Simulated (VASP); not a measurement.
A run of VASP 6.6.1:

INCAR

```
SYSTEM = Mg
ALGO     = Normal         ! electronic algorithm
EDIFF    = 1E-7           ! SCF threshold, eV
ENCUT    = 520            ! plane-wave cutoff, eV
ISIF     = 2              ! what is computed and relaxed
ISMEAR   = -1             ! smearing method
LASPH    = .True.         ! aspherical terms in the spheres
LCHARG   = .False.        ! write CHGCAR
LREAL    = .False.        ! projectors in reciprocal space
LWAVE    = .False.        ! write WAVECAR
NBANDS   = 7              ! bands
NELM     = 100            ! most SCF steps
PREC     = Accurate       ! precision mode
SIGMA    = 0.08           ! smearing width, eV
```

Contents of KPOINTS:

```
k-points
0
Gamma
  15 15 15
  0 0 0
```

The input POSCAR:

```
Mg
1.0
   -1.4103761656      1.4103761656      1.4103761656
    1.4103761656     -1.4103761656      1.4103761656
    1.4103761656      1.4103761656     -1.4103761656
Mg
1
Direct
    0.0000000000      0.0000000000      0.0000000000
```

Potentials or basis: VASP PAW LDA potentials, release 64 (Mg).

Launch:

```bash
$ cat potpaw_LDA.64/Mg/POTCAR > POTCAR
$ mpirun -np 1 vasp_std > vasp.out
```

Hardware: 1 thread of Intel(R) Xeon(R) 6975P-C (Granite Rapids) (shared host).

Question: Estimate the wall time of this run.

Answer: It took 3.1 s on 1 thread of Intel(R) Xeon(R) 6975P-C (Granite Rapids), with other jobs on the host, peak memory 0.12 GiB. Counts: scf iterations 11, k points 120.
